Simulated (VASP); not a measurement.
# Zr (P6_3/mmc) in VASP: a series of runs

Zr is run at these levels: PBEsol; tasks: single point.

Program: VASP 6.6.1. These are calculated values, not measurements. Logs are shortened: lines on timing, memory, paths and dates and some standing lists are left out, and cuts for length are marked.

## 1. The cell of the first run

It takes space group P6_3/mmc (No. 194, hexagonal). Conventional cell: a = 3.251 Å, b = 3.251 Å, c = 10.596 Å, α = 90.00°, β = 90.00°, γ = 120.00°. Within 4.3 Å of Zr (site symmetry -3m) lie 12 Zr at 3.25 Å. Zr (site symmetry -6m2) has 12 Zr at 3.25 Å within 4.3 Å.

## 2. Single point, PBEsol (24.25 Å³/atom)

INCAR

```
ALGO     = Normal         # electronic algorithm
EDIFF    = 1E-6           # SCF threshold, eV
ENCUT    = 520            # plane-wave cutoff, eV
GGA      = PS             # functional
ISIF     = 2              # what is computed and relaxed
ISMEAR   = -1             # smearing method
LASPH    = T              # aspherical terms in the spheres
LCHARG   = F              # write CHGCAR
LREAL    = F              # projectors in reciprocal space
LWAVE    = F              # write WAVECAR
NBANDS   = 32             # bands
NELM     = 100            # most SCF steps
PREC     = Accurate       # precision mode
SIGMA    = 0.1            # smearing width, eV
```

KPOINTS

```
k-points
0
Gamma
  13 13 4
```

POSCAR

```
Zr
1.0
    3.2514791816      0.0000000000      0.0000000000
   -1.6257395908      2.8158635712      0.0000000000
    0.0000000000      0.0000000000     10.5959133282
Zr
4
Direct
    1.0000000000      0.0000000000      0.0000000000
    0.0000000000      0.0000000000      0.5000000000
    0.3333333333      0.6666666667      0.2500000000
    0.6666666667      0.3333333333      0.7500000000
```

Potentials or basis: VASP PAW PBE potentials, release 64 (Zr_sv).

Launch:

```console
$ cat potpaw_PBE.64/Zr_sv/POTCAR > POTCAR
$ mpirun -np 1 vasp_std > vasp.out
```

OUTCAR:

```text
EDIFF = 1E-6
   ENCUT = 520
   GGA = PS
   ISIF = 2
   ISMEAR = -1
   LASPH = T
   LREAL = F
   NELM = 100
   PREC = Accurate

 ion  position               nearest neighbor table
   1  0.000  0.000  0.000-   3 3.25   4 3.25   4 3.25   3 3.25   4 3.25   3 3.25
   2  0.000  0.000  0.500-   3 3.25   4 3.25   4 3.25   3 3.25   4 3.25   3 3.25
   3  0.333  0.667  0.250-   1 3.25   2 3.25   1 3.25   2 3.25   1 3.25   2 3.25
   4  0.667  0.333  0.750-   1 3.25   2 3.25   1 3.25   2 3.25   1 3.25   2 3.25

  LATTYP: Found a hexagonal cell.
 ALAT       =     3.2514791816
 C/A-ratio  =     3.2587978383

  Lattice vectors:

 A1 = (   3.2514791816,   0.0000000000,   0.0000000000)
 A2 = (  -1.6257395908,   2.8158635712,   0.0000000000)
 A3 = (   0.0000000000,   0.0000000000,  10.5959133282)

Analysis of symmetry for initial positions (statically):
=====================================================================
 Subroutine PRICEL returns:
 Original cell was already a primitive cell.

 Routine SETGRP: Setting up the symmetry group for a
 hexagonal supercell.

 Subroutine GETGRP returns: Found 24 space group operations
 (whereof 12 operations were pure point group operations)
 out of a pool of 24 trial point group operations.

The static configuration has the point symmetry D_3d.
 The point group associated with its full space group is D_6h.

Analysis of symmetry for dynamics (positions and initial velocities):
=====================================================================
 Subroutine PRICEL returns:
 Original cell was already a primitive cell.

 Routine SETGRP: Setting up the symmetry group for a
 hexagonal supercell.

 Subroutine GETGRP returns: Found 24 space group operations
 (whereof 12 operations were pure point group operations)
 out of a pool of 24 trial point group operations.

The dynamic configuration has the point symmetry D_3d.
 The point group associated with its full space group is D_6h.

 Subroutine INISYM returns: Found 24 space group operations
 (whereof 12 operations are pure point group operations),
 and found     1 'primitive' translations

----------------------------------------------------------------------------------------

                                     Primitive cell

  volume of cell :      97.0132

  direct lattice vectors                    reciprocal lattice vectors
     3.251479182  0.000000000  0.000000000     0.307552331  0.177565421  0.000000000
    -1.625739591  2.815863571  0.000000000     0.000000000  0.355130842  0.000000000
     0.000000000  0.000000000 10.595913328     0.000000000  0.000000000  0.094376008

  length of vectors
     3.251479182  3.251479182 10.595913328     0.355130842  0.355130842  0.094376008

  position of ions in fractional coordinates (direct lattice)
     0.000000000  0.000000000  0.000000000
     0.000000000  0.000000000  0.500000000
     0.333333333  0.666666667  0.250000000
     0.666666667  0.333333333  0.750000000

  ion indices of the primitive-cell ions
   primitive index   ion index
                 1           1
                 2           2
                 3           3
                 4           4

----------------------------------------------------------------------------------------

 KPOINTS: k-points

Automatic generation of k-mesh.
 Grid dimensions read from file:
 generate k-points for:   13   13    4

 Generating k-lattice:

  Cartesian coordinates                     Fractional coordinates (reciprocal lattice)
     0.023657872  0.013658879  0.000000000     0.076923077  0.000000000  0.000000000
     0.000000000  0.027317757  0.000000000     0.000000000  0.076923077  0.000000000
     0.000000000  0.000000000  0.023594002     0.000000000  0.000000000  0.250000000

  Length of vectors
     0.027317757  0.027317757  0.023594002

  Shift w.r.t. Gamma in fractional coordinates (k-lattice)
     0.000000000  0.000000000  0.000000000

 Subroutine IBZKPT returns following result:
 ===========================================

 Found     63 irreducible k-points:

 Following reciprocal coordinates:
            Coordinates               Weight
  0.000000  0.000000  0.000000      1.000000
  0.076923  0.000000  0.000000      6.000000
  0.153846  0.000000  0.000000      6.000000
  0.230769  0.000000  0.000000      6.000000
  0.307692  0.000000  0.000000      6.000000
  0.384615  0.000000  0.000000      6.000000
[... 16 lines left out ...]
  0.076923  0.000000  0.250000     12.000000
  0.153846  0.000000  0.250000     12.000000
 [... further k-points ...]
   k-points           NKPTS =     63   k-points in BZ     NKDIM =     63   number of bands    NBANDS=     32
   number of dos      NEDOS =    301   number of ions     NIONS =      4
   total plane-waves  NPLWV =  46080
   dimension x,y,z NGX =    24 NGY =   24 NGZ =   80
   dimension x,y,z NGXF=    48 NGYF=   48 NGZF=  160
   ions per type =               4
   NGX,Y,Z   is equivalent  to a cutoff of  12.27, 12.27, 12.55 a.u.
   NGXF,Y,Z  is equivalent  to a cutoff of  24.54, 24.54, 25.10 a.u.
 SYSTEM =  unknown system
   PREC   = accura    normal or accurate (medium, high low for compatibility)
   ISTART =      0    job   : 0-new  1-cont  2-samecut
   ICHARG =      2    charge: 1-file 2-atom 10-const
   ISPIN  =      1    spin polarized calculation?
   LNONCOLLINEAR =      F non collinear calculations
   LSORBIT =      F    spin-orbit coupling
   LASPH  =      T    aspherical Exc in radial PAW
   ENCUT  =  520.0 eV  38.22 Ry    6.18 a.u.   6.05  6.05 19.70*2*pi/ulx,y,z
   NELM   =    100;   NELMIN=  2; NELMDL= -5     # of ELM steps
   EDIFF  = 0.1E-05   stopping-criterion for ELM
   LREAL  =      F    real-space projection
   EDIFFG = 0.1E-04   stopping-criterion for IOM
   NSW    =      0    number of steps for IOM
   IBRION =     -1    ionic relax: 0-MD 1-quasi-New 2-CG
   NFREE  =      0    steps in history (QN), initial steepest desc. (CG)
   ISIF   =      2    stress and relaxation
   ISYM   =      2    0-nonsym 1-usesym 2-fastsym
   POTIM  = 0.5000    time-step for ionic-motion
   TEBEG  =    0.0;   TEEND  =   0.0 temperature during run
   PSTRESS=    0.0 pullay stress
   NELECT =      48.0000    total number of electrons
   NUPDOWN=      -1.0000    fix difference up-down
   EMIN   =  10.00;   EMAX   =-10.00  energy-range for DOS
   EFERMI =   0.00;   METHOD = LEGACY
   ISMEAR =    -1;   SIGMA  =   0.10  broadening in eV -4-tet -1-fermi 0-gaus
   EFERMI_NEDOS =   21; number of points for ismear=-14 and -15
   IALGO  =     38    algorithm
   IMIX   =      4    mixing-type and parameters
     AMIX     =   0.40;   BMIX     =  1.00
     AMIX_MAG =   1.60;   BMIX_MAG =  1.00
  volume/ion in A,a.u.               =      24.25       163.67
  Fermi-wavevector in a.u.,A,eV,Ry     =   1.294827  2.446867 22.811197  1.676576
  Thomas-Fermi vector in A             =   2.426385
   LORBIT       =      0    0 simple, 1 ext, 2 COOP (PROOUT), +10 PAW based schemes
   GGA     = PS    functional components
   LHFCALC =     F    Hartree Fock is set to
   AEXX    =    0.0000 exact exchange contribution
   IVDW    =     0    specifies the selected vdW correction
   LEPSILON=     F    determine dielectric tensor
   LRPA    =     F    only Hartree local field effects (RPA)
 non-spin polarized calculation
  energy-cutoff  :      520.00
  volume of cell :       97.01
 maximum number of plane-waves:      2642
   NGX = 13   NGY = 13   NGZ = 39

 number of electron      48.0000001 magnetization

 Free energy of the ion-electron system (eV)
  ---------------------------------------------------
  ext. energy  EPLUGINS =         0.00000000
  ---------------------------------------------------
  free energy    TOTEN  =       -36.09613223 eV

  energy without entropy =      -35.87809020  energy(sigma->0) =      -35.98711122

 E-fermi :   8.3279     XC(G=0): -11.0171

 val. band max:        8.3246208701   @ k =   0.1538   0.1538   0.2500
 cond. band min:       8.3313263325   @ k =   0.3846   0.0769   0.2500
 fundamental gap:      0.0067054624
 Fermi energy:         8.3278525978

 k-point     1 :       0.0000    0.0000    0.0000
  band No.  band energies     occupation
      1     -40.3870      2.00000
      2     -40.3370      2.00000
      3     -40.3158      2.00000
      4     -40.2649      2.00000
      5     -18.8358      2.00000
      6     -18.4288      2.00000
[... 24 lines left out ...]
     31       9.7326      0.00000
     32       9.7326      0.00000

 k-point     2 :       0.0769    0.0000    0.0000
  band No.  band energies     occupation
      1     -40.3811      2.00000
      2     -40.3325      2.00000
      3     -40.3114      2.00000
      4     -40.2620      2.00000
      5     -18.8198      2.00000
      6     -18.4331      2.00000
[... 24 lines left out ...]
     31       9.7369      0.00000
     32       9.8663      0.00000

 k-point     3 :       0.1538    0.0000    0.0000
  band No.  band energies     occupation
      1     -40.3643      2.00000
      2     -40.3201      2.00000
      3     -40.2990      2.00000
      4     -40.2541      2.00000
      5     -18.7740      2.00000
      6     -18.4563      2.00000
[... 24 lines left out ...]
     31      10.1284      0.00000
     32      10.2565      0.00000

 k-point     4 :       0.2308    0.0000    0.0000
  band No.  band energies     occupation
      1     -40.3399      2.00000
      2     -40.3025      2.00000
      3     -40.2815      2.00000
      4     -40.2436      2.00000
      5     -18.7056      2.00000
      6     -18.5253      2.00000
[... 24 lines left out ...]
     31      10.3626      0.00000
     32      10.4761      0.00000

 k-point     5 :       0.3077    0.0000    0.0000
  band No.  band energies     occupation
      1     -40.3125      2.00000
      2     -40.2838      2.00000
      3     -40.2629      2.00000
      4     -40.2338      2.00000
      5     -18.6494      2.00000
      6     -18.6388      2.00000
[... 584 lines left out ...]
     31      11.3731      0.00000
     32      11.6108      0.00000

 k-point    22 :       0.0000    0.0000    0.2500
  band No.  band energies     occupation
      1     -40.3826      2.00000
      2     -40.3517      2.00000
      3     -40.3010      2.00000
      4     -40.2695      2.00000
      5     -18.8051      2.00000
      6     -18.5838      2.00000
[... 24 lines left out ...]
     31       9.6473      0.00000
     32       9.6473      0.00000

 k-point    23 :       0.0769    0.0000    0.2500
  band No.  band energies     occupation
      1     -40.3768      2.00000
      2     -40.3467      2.00000
      3     -40.2971      2.00000
      4     -40.2664      2.00000
      5     -18.7906      2.00000
      6     -18.5798      2.00000
[... 24 lines left out ...]
     31       9.6317      0.00000
     32       9.7648      0.00000

 k-point    24 :       0.1538    0.0000    0.2500
  band No.  band energies     occupation
      1     -40.3603      2.00000
      2     -40.3327      2.00000
      3     -40.2863      2.00000
      4     -40.2582      2.00000
      5     -18.7494      2.00000
      6     -18.5735      2.00000
[... 24 lines left out ...]
     31       9.9558      0.00000
     32      10.0923      0.00000

 [... further k-points ...]
[... 5 lines left out ...]
  --------------------------------------------------------------------------------------
  -------------------------------------------------------------------------------------
  Total       -3.7426284     -3.7426284     -4.1385466      0.0000000     -0.0000000      0.0000000
  in kB      -61.8096528    -61.8096528    -68.3482572      0.0000000     -0.0000000      0.0000000
  external PRESSURE =     -63.9891876 kB  Pullay stress =       0.0000000 kB

 VOLUME and BASIS-vectors are now :
 -----------------------------------------------------------------------------
  energy-cutoff  :      520.00
  volume of cell :       97.01
      direct lattice vectors                 reciprocal lattice vectors
     3.251479182  0.000000000  0.000000000     0.307552331  0.177565421  0.000000000
    -1.625739591  2.815863571  0.000000000     0.000000000  0.355130842  0.000000000
     0.000000000  0.000000000 10.595913328     0.000000000  0.000000000  0.094376008

 POSITION                                       TOTAL-FORCE (eV/Angst)
 -----------------------------------------------------------------------------------
      0.00000      0.00000      0.00000         0.000000      0.000000     -0.000000
      0.00000      0.00000      5.29796         0.000000      0.000000     -0.000000
     -0.00000      1.87724      2.64898        -0.000000     -0.000000      0.000000
      1.62574      0.93862      7.94693        -0.000000      0.000000     -0.000000
 -----------------------------------------------------------------------------------
    total drift:                               -0.000000      0.000000     -0.000000

  FREE ENERGIE OF THE ION-ELECTRON SYSTEM (eV)
  ---------------------------------------------------
  free  energy   TOTEN  =       -36.0961322300 eV

  energy  without entropy=      -35.8780902022  energy(sigma->0) =      -35.98711122
```

Run time: 2.8 min. Hardware: 1 thread of Intel Xeon Platinum 8488C (Sapphire Rapids), shared host; peak memory 0.29 GiB.

What came out:

* Free energy: -36.0961 eV
* Pressure: -6.4 GPa
* Band gap on the k mesh: zero (bands 24 and 25 overlap by 1.33 eV)

Levels at points of the mesh, in eV from the Fermi level:
```tsv
k point	band 21	band 22	band 23	band 24	band 25	band 26	band 27	band 28
(0.00, 0.00, 0.00)	0.01	0.05	0.78	0.78	0.89	0.89	0.93	0.96
(0.00, 0.00, 0.50)	0.32	0.32	0.57	0.57	0.93	0.93	0.93	0.93
```

Caveat: the cell stands under tension; the PAW data sets were made with another functional, which shifts forces and pressure a little.

(Part 1 of 2 ends here.)
